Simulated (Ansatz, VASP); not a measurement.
## One calculation of CoO, two programs

```
Co O
1.0
     2.56380    0.00000    0.00000
     0.00000    2.56380    0.00000
     0.00000    0.00000    2.56380
Co O
1 1
Direct
  0.00000 0.00000 0.00000
  0.50000 0.50000 0.50000
```

Alike in both runs: functional PBE; k mesh 10 × 10 × 10; occupations gaussian, width 0.02 eV; no spin polarisation; Hubbard terms Co d U = 3.32 eV.

Ansatz relaxed the structure, and its values are those at the end. VASP's run is a single point on that final structure, the one shown.

|  | VASP | Ansatz |
| --- | --- | --- |
| version | VASP 6.6.1 | Ansatz 0.2.0 |
| potentials or method | VASP PAW PBE potentials, release 64 (Co_sv, O), cutoff 700 eV | scalar-relativistic, plane waves, PAW |
| valence electrons in the cell | 23 | 23 |

Ansatz gave:

```
gap on the k mesh at the Fermi level (eV) : none
pressure (GPa)                            : 0.0
```

Q: Estimate VASP's values.

A: gap on the k mesh at the Fermi level (eV): none; pressure (GPa): -2.1.

The programs project onto different local orbitals, so the same U acts differently, and such runs can settle in different states. A gap of «none» marks a metal or a gap that the smearing closes. Ansatz's warnings: filled band counts differ across k points.
